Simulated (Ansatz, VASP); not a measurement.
## ZnAu in VASP and in Ansatz

```
Zn Au
1.0
     3.15005    0.00000    0.00000
     0.00000    3.15005    0.00000
     0.00000    0.00000    3.15005
Zn Au
1 1
Direct
  0.50000 0.50000 0.50000
  0.00000 0.00000 0.00000
```

Alike in both runs: task single point; functional PBE; k mesh 4 × 4 × 4; occupations methfessel-paxton of order 1, width 0.062 eV; no spin polarisation.

```csv
,VASP,Ansatz
version,VASP 6.6.1,Ansatz 0.2.0
potentials or method,"VASP PAW PBE potentials, release 64 (Zn, Au), cutoff 520 eV","scalar-relativistic, plane waves, PAW"
valence electrons in the cell,23,31
```

Ansatz gave:

| Item | Value |
| --- | --- |
| gap on the k mesh at the Fermi level (eV) | none |
| pressure (GPa) | 4.2 |

**Question.** Estimate VASP's values.

**Answer.** gap on the k mesh at the Fermi level (eV): none; pressure (GPa): 4.4.

A gap of «none» marks a metal or a gap that the smearing closes. With one functional, cell and mesh, what is left measures potentials, basis and numerics. VASP's potentials hold 23 valence electrons a cell and Ansatz's 31, so a difference there can come from the potentials and not from the codes.

The k mesh is coarse, so the values compare programs but aren't converged. Spin-orbit coupling is off throughout.
